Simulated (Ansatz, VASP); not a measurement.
## Two plane-wave programs on Re

```
CELL_PARAMETERS angstrom
2.76639 0.00000 0.00000
-1.38319 2.39576 0.00000
0.00000 0.00000 8.93885
ATOMIC_POSITIONS crystal
Re 0.66667 0.33333 0.75000
Re 0.00000 0.00000 0.50000
Re 0.33333 0.66667 0.25000
Re 0.00000 0.00000 0.00000
```

Alike in both runs: task relaxation of cell and atoms; functional BLYP; k mesh 8 × 8 × 3; occupations fermi-dirac, width 0.05 eV; no spin polarisation.

|  | VASP | Ansatz |
| --- | --- | --- |
| version | VASP 6.6.1 | Ansatz 0.2.0 |
| potentials or method | VASP PAW PBE potentials, release 64 (Re) | Ansatz PAW |
| plane-wave cutoff (eV) | 600 | 420 |
| valence electrons in the cell | 28 | 60 |

VASP gave:

```
gap on the k mesh at the Fermi level, each at its own relaxed structure (eV) : none
relaxed volume (Å³/atom)                                                     : 15.62
relaxed length of the cell vector where the two differ most in proportion (Å)              : 2.820
```

Task: Which values does Ansatz return?

Result: gap on the k mesh at the Fermi level, each at its own relaxed structure (eV): none; relaxed volume (Å³/atom): 15.53; relaxed length of the cell vector where the two differ most in proportion (Å): 2.815.

VASP's potentials were made for PBE, not for BLYP. A gap of «none» marks a metal or a gap that the smearing closes. VASP's potentials hold 28 valence electrons a cell and Ansatz's 60, so a difference there can come from the potentials and not from the codes.

Spin-orbit coupling is off throughout. Noted on Ansatz's run: the plane-wave basis is chosen anew once the cell has moved, so the energies of steps on either side of that aren't comparable.
